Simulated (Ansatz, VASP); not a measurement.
# Two plane-wave programs on HPt6

Contents of INCAR:

```
ALGO     = Normal         # electronic algorithm
DIPOL    = 0.5 0.5 0.293
EDIFF    = 1E-6           # SCF threshold, eV
ENCUT    = 520            # plane-wave cutoff, eV
GGA      = PE             # functional
IDIPOL   = 3            
ISIF     = 2              # what is computed and relaxed
ISMEAR   = 0              # smearing method
LASPH    = T              # aspherical terms in the spheres
LCHARG   = F              # write CHGCAR
LDIPOL   = T            
LREAL    = F              # projectors in reciprocal space
LWAVE    = F              # write WAVECAR
NBANDS   = 74             # bands
NELM     = 80             # most SCF steps
PREC     = Accurate       # precision mode
SIGMA    = 0.1            # smearing width, eV
```

File KPOINTS:

```
k-points
0
Gamma
  5 5 1
```

The input POSCAR:

```
HPt6
1.0
    5.6143281343      0.0000000000      0.0000000000
    0.0000000000      5.6143281343      0.0000000000
    0.0000000000      0.0000000000     21.8513792319
Pt H
12 2
Direct
    0.2500000000      0.2500000000      0.1830548066
    0.2500000000      0.7500000000      0.1830548066
    0.7500000000      0.2500000000      0.1830548066
    0.7500000000      0.7500000000      0.1830548066
    0.0000000000      0.0000000000      0.2712126041
    0.0000000000      0.5000000000      0.2712126041
    0.5000000000      0.0000000000      0.2712126041
    0.5000000000      0.5000000000      0.2712126041
    0.2500000000      0.2500000000      0.3593081768
    0.2500000000      0.7500000000      0.3593081768
    0.7500000000      0.2500000000      0.3593081768
    0.7500000000      0.7500000000      0.3593081768
   -0.0578876033      0.0000000000      0.4238349961
    0.0578876033      0.0000000000      0.4238349961
```

Input for Ansatz:

```yaml
crystal:
  lattice:
    - [5.6143281343, 0.0, 0.0]
    - [0.0, 5.6143281343, 0.0]
    - [0.0, 0.0, 21.8513792319]
  atoms:
    - { symbol: Pt, position: [0.25, 0.25, 0.1830548066] }
    - { symbol: Pt, position: [0.25, 0.75, 0.1830548066] }
    - { symbol: Pt, position: [0.75, 0.25, 0.1830548066] }
    - { symbol: Pt, position: [0.75, 0.75, 0.1830548066] }
    - { symbol: Pt, position: [0.0, 0.0, 0.2712126041] }
    - { symbol: Pt, position: [0.0, 0.5, 0.2712126041] }
    - { symbol: Pt, position: [0.5, 0.0, 0.2712126041] }
    - { symbol: Pt, position: [0.5, 0.5, 0.2712126041] }
    - { symbol: Pt, position: [0.25, 0.25, 0.3593081768] }
    - { symbol: Pt, position: [0.25, 0.75, 0.3593081768] }
    - { symbol: Pt, position: [0.75, 0.25, 0.3593081768] }
    - { symbol: Pt, position: [0.75, 0.75, 0.3593081768] }
    - { symbol: H, position: [-0.0578876033, 0.0, 0.4238349961] }
    - { symbol: H, position: [0.0578876033, 0.0, 0.4238349961] }
basis:
  ecutwfc: 420
kpoints:
  mp_grid: { grid: [5, 5, 1] }
hamiltonian:
  xc: pbe
  pseudopotentials: { kind: paw, azcp: { folder: soft_1 } }
scf:
  occupations: { method: gaussian, width: 0.1 }
output:
  forces: true
  eigenvalues: true
  write_density: true
  write_potential: true
  elf: true
  volumetric_format: npy
efield:
  axis: 3
  dipole_correction: true
  ramp_width: 0.04
```

Alike in both runs: task single point; functional PBE; k mesh 5 × 5 × 1; occupations gaussian, width 0.1 eV; no spin polarisation.

```csv
,VASP,Ansatz
version,VASP 6.6.1,Ansatz 0.2.0
potentials or method,"VASP PAW PBE potentials, release 64 (Pt, H), cutoff 520 eV","scalar-relativistic, plane waves, PAW"
valence electrons in the cell,122,218
```

Ansatz gave:

* gap on the k mesh at the Fermi level (eV): none
* rms of the force components (eV/Å): 1.478

Estimate VASP's values.

gap on the k mesh at the Fermi level (eV): none; rms of the force components (eV/Å): 1.487.

Atom by atom the forces differ by 0.012 eV/Å (rms over components). A gap of «none» marks a metal or a gap that the smearing closes. VASP's potentials hold 122 valence electrons a cell and Ansatz's 218, so a difference there can come from the potentials and not from the codes. Ansatz's warnings: xc potential rough in thin density.

Spin-orbit coupling is off throughout.
